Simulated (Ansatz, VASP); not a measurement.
WSe2: VASP beside Ansatz

```xyz
6
Lattice="3.2900 0.0000 0.0000 -1.6450 2.8492 0.0000 0.0000 0.0000 12.9700" Properties=species:S:1:pos:R:3 pbc="T T T"
W     0.0000    1.8995    3.2425
W     1.6450    0.9497    9.7275
Se    0.0000    1.8995    8.0544
Se    1.6450    0.9497    1.5694
Se    0.0000    1.8995   11.4006
Se    1.6450    0.9497    4.9156
```

Alike in both runs: task single point; functional r2SCAN; k mesh 6 × 6 × 2; occupations gaussian, width 0.1 eV; no spin polarisation.

|  | VASP | Ansatz |
| --- | --- | --- |
| version | VASP 6.6.1 | Ansatz 0.2.0 |
| potentials or method | VASP PAW PBE potentials, release 64 (W_sv, Se), cutoff 520 eV | scalar-relativistic, plane waves, PAW |
| valence electrons in the cell | 52 | 92 |

```csv
,VASP,Ansatz,Ansatz less VASP
gap on the k mesh at the Fermi level (eV),1.09,1.10,+0.004
least direct gap on the mesh (eV),1.64,1.64,+0.002
pressure (GPa),2.0,1.7,-0.34
"traceless stress, the component that is largest in VASP (GPa)",-0.52,-0.56,-0.041
rms of the force components (eV/Å),0.052,0.074,+0.0214
```

VASP's potentials were made for PBE, not for r2SCAN. Atom by atom the forces differ by 0.021 eV/Å (rms over components). VASP's potentials hold 52 valence electrons a cell and Ansatz's 92, so a difference there can come from the potentials and not from the codes.

Spin-orbit coupling is off throughout.
